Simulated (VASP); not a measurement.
# W5C (P-3m1) in VASP: relaxation of cell and atoms with PBE

Aim: the relaxation of cell and atoms of W5C with PBE.

Everything below comes from runs of VASP 6.6.1. Logs are shortened: lines on timing, memory, paths and dates and some standing lists are left out, and cuts for length are marked.

## (1) The cell of the first run

The structure is trigonal, space group P-3m1 (No. 164). The conventional cell has a = 3.020 Å, b = 3.020 Å, c = 11.144 Å, α = 90.00°, β = 90.00°, γ = 120.00°. Within 2.9 Å of W (site symmetry 3m) lie 3 C at 2.13 Å and 3 W at 2.83 Å. W (site symmetry -3m) has 12 W at 2.74 to 3.02 Å within 3.6 Å. W (site symmetry 3m) has 12 W at 2.74 to 3.02 Å within 3.6 Å. C (site symmetry -3m) has 6 W at 2.13 Å within 2.8 Å.

## (2) Relaxation of cell and atoms, PBE

The input, INCAR:

```
ALGO = Normal ; EDIFF = 1E-7
EDIFFG = -0.01 ; ENCUT = 600
GGA = PE ; IBRION = 2
ISIF = 3 ; ISMEAR = 0
LASPH = True ; LCHARG = False
LREAL = False ; LWAVE = False
NELM = 100 ; NSW = 100
PREC = Accurate ; SIGMA = 0.1
```

The input, KPOINTS:

```
k-points
0
Gamma
  12 12 4
```

The input, POSCAR:

```
W5C
1.0
    3.0198776977      0.0000000000      0.0000000000
   -1.5099388489      2.6152908025      0.0000000000
    0.0000000000      0.0000000000     11.1439746030
W C
5 1
Direct
    0.3333333333      0.6666666667      0.1104321655
    0.6666666667      0.3333333333      0.8895678345
    0.0000000000      0.0000000000      0.5000000000
    0.3333333333      0.6666666667      0.6897566291
    0.6666666667      0.3333333333      0.3102433709
    0.0000000000      0.0000000000      0.0000000000
```

Potentials or basis: VASP PAW PBE potentials, release 64 (W_sv, C).

Launch:

```console
$ cat potpaw_PBE.64/W_sv/POTCAR potpaw_PBE.64/C/POTCAR > POTCAR
$ mpirun -np 1 vasp_std > vasp.out
```

OUTCAR:

```text
EDIFF = 1E-7
   EDIFFG = -0.01
   ENCUT = 600
   GGA = PE
   IBRION = 2
   ISIF = 3
   ISMEAR = 0
   LASPH = True
   LREAL = False
   NELM = 100
   NSW = 100
   PREC = Accurate

 ion  position               nearest neighbor table
   1  0.333  0.667  0.110-   6 2.13   6 2.13   6 2.13   5 2.83   5 2.83   5 2.83   2 3.02   2 3.02
                             2 3.02
   2  0.667  0.333  0.890-   6 2.13   6 2.13   6 2.13   4 2.83   4 2.83   4 2.83   1 3.02   1 3.02
                             1 3.02
   3  0.000  0.000  0.500-   4 2.74   5 2.74   4 2.74   5 2.74   5 2.74   4 2.74
   4  0.333  0.667  0.690-   3 2.74   3 2.74   3 2.74   2 2.83   2 2.83   2 2.83
   5  0.667  0.333  0.310-   3 2.74   3 2.74   3 2.74   1 2.83   1 2.83   1 2.83
   6  0.000  0.000  0.000-   1 2.13   2 2.13   1 2.13   2 2.13   2 2.13   1 2.13

  LATTYP: Found a hexagonal cell.
 ALAT       =     3.0198776977
 C/A-ratio  =     3.6902072595

  Lattice vectors:

 A1 = (   3.0198776977,   0.0000000000,   0.0000000000)
 A2 = (  -1.5099388489,   2.6152908025,   0.0000000000)
 A3 = (   0.0000000000,   0.0000000000,  11.1439746030)

Analysis of symmetry for initial positions (statically):
=====================================================================
 Subroutine PRICEL returns:
 Original cell was already a primitive cell.

 Routine SETGRP: Setting up the symmetry group for a
 hexagonal supercell.

 Subroutine GETGRP returns: Found 12 space group operations
 (whereof 12 operations were pure point group operations)
 out of a pool of 24 trial point group operations.

The static configuration has the point symmetry D_3d.

Analysis of symmetry for dynamics (positions and initial velocities):
=====================================================================
 Subroutine PRICEL returns:
 Original cell was already a primitive cell.

 Routine SETGRP: Setting up the symmetry group for a
 hexagonal supercell.

 Subroutine GETGRP returns: Found 12 space group operations
 (whereof 12 operations were pure point group operations)
 out of a pool of 24 trial point group operations.

The dynamic configuration has the point symmetry D_3d.

 Subroutine INISYM returns: Found 12 space group operations
 (whereof 12 operations are pure point group operations),
 and found     1 'primitive' translations

----------------------------------------------------------------------------------------

                                     Primitive cell

  volume of cell :      88.0135

  direct lattice vectors                    reciprocal lattice vectors
     3.019877698  0.000000000  0.000000000     0.331139238  0.191183328  0.000000000
    -1.509938849  2.615290803  0.000000000     0.000000000  0.382366657  0.000000000
     0.000000000  0.000000000 11.143974603     0.000000000  0.000000000  0.089734591

  length of vectors
     3.019877698  3.019877698 11.143974603     0.382366657  0.382366657  0.089734591

  position of ions in fractional coordinates (direct lattice)
     0.333333333  0.666666667  0.110432166
     0.666666667  0.333333333  0.889567834
     0.000000000  0.000000000  0.500000000
     0.333333333  0.666666667  0.689756629
     0.666666667  0.333333333  0.310243371
     0.000000000  0.000000000  0.000000000

  ion indices of the primitive-cell ions
   primitive index   ion index
                 1           1
                 2           2
                 3           3
                 4           4
                 5           5
                 6           6

----------------------------------------------------------------------------------------

 KPOINTS: k-points

Automatic generation of k-mesh.
 Grid dimensions read from file:
 generate k-points for:   12   12    4

 Generating k-lattice:

  Cartesian coordinates                     Fractional coordinates (reciprocal lattice)
     0.027594937  0.015931944  0.000000000     0.083333333 -0.000000000  0.000000000
     0.000000000  0.031863888  0.000000000     0.000000000  0.083333333  0.000000000
     0.000000000  0.000000000  0.022433648     0.000000000  0.000000000  0.250000000

  Length of vectors
     0.031863888  0.031863888  0.022433648

  Shift w.r.t. Gamma in fractional coordinates (k-lattice)
     0.000000000  0.000000000  0.000000000

 Subroutine IBZKPT returns following result:
 ===========================================

 Found     69 irreducible k-points:

 Following reciprocal coordinates:
            Coordinates               Weight
  0.000000  0.000000  0.000000      1.000000
  0.083333  0.000000  0.000000      6.000000
  0.166667 -0.000000  0.000000      6.000000
  0.250000  0.000000  0.000000      6.000000
  0.333333  0.000000  0.000000      6.000000
  0.416667  0.000000  0.000000      6.000000
[... 16 lines left out ...]
  0.166667 -0.000000  0.250000      6.000000
  0.000000  0.166667  0.250000      6.000000
 [... further k-points ...]
   k-points           NKPTS =     69   k-points in BZ     NKDIM =     69   number of bands    NBANDS=     44
   number of dos      NEDOS =    301   number of ions     NIONS =      6
   total plane-waves  NPLWV =  51840
   dimension x,y,z NGX =    24 NGY =   24 NGZ =   90
   dimension x,y,z NGXF=    48 NGYF=   48 NGZF=  180
   ions per type =               5   1
   NGX,Y,Z   is equivalent  to a cutoff of  13.21, 13.21, 13.43 a.u.
   NGXF,Y,Z  is equivalent  to a cutoff of  26.42, 26.42, 26.85 a.u.
 SYSTEM =  unknown system
   PREC   = accura    normal or accurate (medium, high low for compatibility)
   ISTART =      0    job   : 0-new  1-cont  2-samecut
   ICHARG =      2    charge: 1-file 2-atom 10-const
   ISPIN  =      1    spin polarized calculation?
   LNONCOLLINEAR =      F non collinear calculations
   LSORBIT =      F    spin-orbit coupling
   LASPH  =      T    aspherical Exc in radial PAW
   ENCUT  =  600.0 eV  44.10 Ry    6.64 a.u.   6.03  6.03 22.26*2*pi/ulx,y,z
   NELM   =    100;   NELMIN=  2; NELMDL= -5     # of ELM steps
   EDIFF  = 0.1E-06   stopping-criterion for ELM
   LREAL  =      F    real-space projection
   EDIFFG = -.1E-01   stopping-criterion for IOM
   NSW    =    100    number of steps for IOM
   IBRION =      2    ionic relax: 0-MD 1-quasi-New 2-CG
   NFREE  =      1    steps in history (QN), initial steepest desc. (CG)
   ISIF   =      3    stress and relaxation
   ISYM   =      2    0-nonsym 1-usesym 2-fastsym
   POTIM  = 0.5000    time-step for ionic-motion
   TEBEG  =    0.0;   TEEND  =   0.0 temperature during run
   PSTRESS=    0.0 pullay stress
   NELECT =      74.0000    total number of electrons
   NUPDOWN=      -1.0000    fix difference up-down
   EMIN   =  10.00;   EMAX   =-10.00  energy-range for DOS
   EFERMI =   0.00;   METHOD = LEGACY
   ISMEAR =     0;   SIGMA  =   0.10  broadening in eV -4-tet -1-fermi 0-gaus
   EFERMI_NEDOS =   21; number of points for ismear=-14 and -15
   IALGO  =     38    algorithm
   IMIX   =      4    mixing-type and parameters
     AMIX     =   0.40;   BMIX     =  1.00
     AMIX_MAG =   1.60;   BMIX_MAG =  1.00
  volume/ion in A,a.u.               =      14.67        98.99
  Fermi-wavevector in a.u.,A,eV,Ry     =   1.545144  2.919898 32.483495  2.387470
  Thomas-Fermi vector in A             =   2.650564
   LORBIT       =      0    0 simple, 1 ext, 2 COOP (PROOUT), +10 PAW based schemes
   GGA     = PE    functional components
   LHFCALC =     F    Hartree Fock is set to
   AEXX    =    0.0000 exact exchange contribution
   IVDW    =     0    specifies the selected vdW correction
   LEPSILON=     F    determine dielectric tensor
   LRPA    =     F    only Hartree local field effects (RPA)
 conjugate gradient relaxation of ions
 non-spin polarized calculation
 Gauss-broadening in eV      SIGMA  =   0.10
  energy-cutoff  :      600.00
  volume of cell :       88.01
 maximum number of plane-waves:      2994
   NGX = 13   NGY = 13   NGZ = 45

--------------------------------------- Ionic step        1  -------------------------------------------

 number of electron      73.9999992 magnetization

 Free energy of the ion-electron system (eV)
  ---------------------------------------------------
  ext. energy  EPLUGINS =         0.00000000
  ---------------------------------------------------
  free energy    TOTEN  =       -72.50687311 eV

  energy without entropy =      -72.48661694  energy(sigma->0) =      -72.49674502

------------------------ aborting loop because EDIFF is reached ----------------------------------------

  FORCE on cell =-STRESS in cart. coord.  units (eV):
  Direction    XX          YY          ZZ          XY          YZ          ZX
  --------------------------------------------------------------------------------------
  -------------------------------------------------------------------------------------
  Total       -0.2865143     -0.2865143      0.3457182      0.0000000      0.0000000     -0.0000000
  in kB       -5.2156373     -5.2156373      6.2933707      0.0000000      0.0000000     -0.0000000
  external PRESSURE =      -1.3793013 kB  Pullay stress =       0.0000000 kB
[... 225 lines left out ...]
  energy  without entropy=      -72.4886391697  energy(sigma->0) =      -72.49863983

--------------------------------------- Ionic step        7  -------------------------------------------

 number of electron      73.9999990 magnetization

 Free energy of the ion-electron system (eV)
  ---------------------------------------------------
  ext. energy  EPLUGINS =         0.00000000
  ---------------------------------------------------
  free energy    TOTEN  =       -72.50866448 eV

  energy without entropy =      -72.48864663  energy(sigma->0) =      -72.49865556

 E-fermi :  10.8795     XC(G=0): -13.4064

 val. band max:       10.8757743801   @ k =   0.0833   0.0833   0.5000
 cond. band min:      10.8819967412   @ k =   0.2500   0.0000   0.5000
 fundamental gap:      0.0062223612
 Fermi energy:        10.8794584244

 k-point     1 :       0.0000    0.0000    0.0000
  band No.  band energies     occupation
      1     -63.7554      2.00000
      2     -63.7272      2.00000
      3     -63.0335      2.00000
      4     -62.9927      2.00000
      5     -62.8974      2.00000
      6     -28.2902      2.00000
[... 1117 lines left out ...]
     43      11.7905      0.00000
     44      12.2770      0.00000

 [... further k-points ...]

------------------------ aborting loop because EDIFF is reached ----------------------------------------

  FORCE on cell =-STRESS in cart. coord.  units (eV):
  Direction    XX          YY          ZZ          XY          YZ          ZX
  --------------------------------------------------------------------------------------
  -------------------------------------------------------------------------------------
  Total        0.0008003      0.0008003     -0.0136858     -0.0000000      0.0000000     -0.0000000
  in kB        0.0145759      0.0145759     -0.2492670     -0.0000000      0.0000000     -0.0000000
  external PRESSURE =      -0.0733717 kB  Pullay stress =       0.0000000 kB
[... 21 lines left out ...]
  FREE ENERGIE OF THE ION-ELECTRON SYSTEM (eV)
  ---------------------------------------------------
  free  energy   TOTEN  =       -72.5086644812 eV

  energy  without entropy=      -72.4886466344  energy(sigma->0) =      -72.49865556

 reached required accuracy - stopping structural energy minimisation
```

Wall time 13 min (1 thread of Intel Xeon 6975P-C (Granite Rapids), shared host); peak memory 0.4 GiB.

Results:

| Item | Value |
| --- | --- |
| Free energy | -72.5087 eV |
| Relaxed volume | 14.66 Å³/atom |
| Relaxed cell | a = 3.015 Å, b = 3.015 Å, c = 11.173 Å, α = 90.00°, β = 90.00°, γ = 120.00° |
| Space group after relaxing (to 0.1 Å) | P-3m1 (No. 164) |
| Energy gained by relaxing | 0.3 meV/atom |
| Ionic steps | 7 |
| Pressure after relaxing | 0.0 GPa |
| Largest force after relaxing | 0.007 eV/Å |
| Band gap on the k mesh | zero (bands 37 and 38 overlap by 1.82 eV) |

Forces in eV/Å, atoms in the order of the input:
```
W    0.000  0.000  0.004
W    0.000  0.000 -0.004
W    0.000  0.000  0.000
W    0.000  0.000 -0.007
W    0.000  0.000  0.007
C    0.000  0.000  0.000
```

Step by step:
| step | energy change (eV) | largest force (eV/Å) | pressure (GPa) | volume (Å³) |
| --- | --- | --- | --- | --- |
| 1 | 0.0000 | 0.1276 | -0.14 | 88.01 |
| 2 | -0.0016 | 0.0356 | 0.39 | 87.85 |
| 3 | -0.0017 | 0.0218 | 0.29 | 87.88 |
| 4 | -0.0012 | 0.0086 | -0.77 | 88.18 |
| 5 | -0.0018 | 0.0139 | -0.01 | 87.97 |
| 6 | -0.0018 | 0.0138 | -0.02 | 87.97 |
| 7 | -0.0018 | 0.0068 | -0.01 | 87.97 |

Final structure:
```
W C
1.0
     3.01511    0.00000    0.00000
    -1.50756    2.61116    0.00000
     0.00000    0.00000   11.17322
W C
5 1
Direct
  0.33333 0.66667 0.11030
  0.66667 0.33333 0.88970
  0.00000 0.00000 0.50000
  0.33333 0.66667 0.68920
  0.66667 0.33333 0.31080
  0.00000 0.00000 0.00000
```

Caveat: spin-orbit coupling is left out, which moves the levels of the heavy elements.
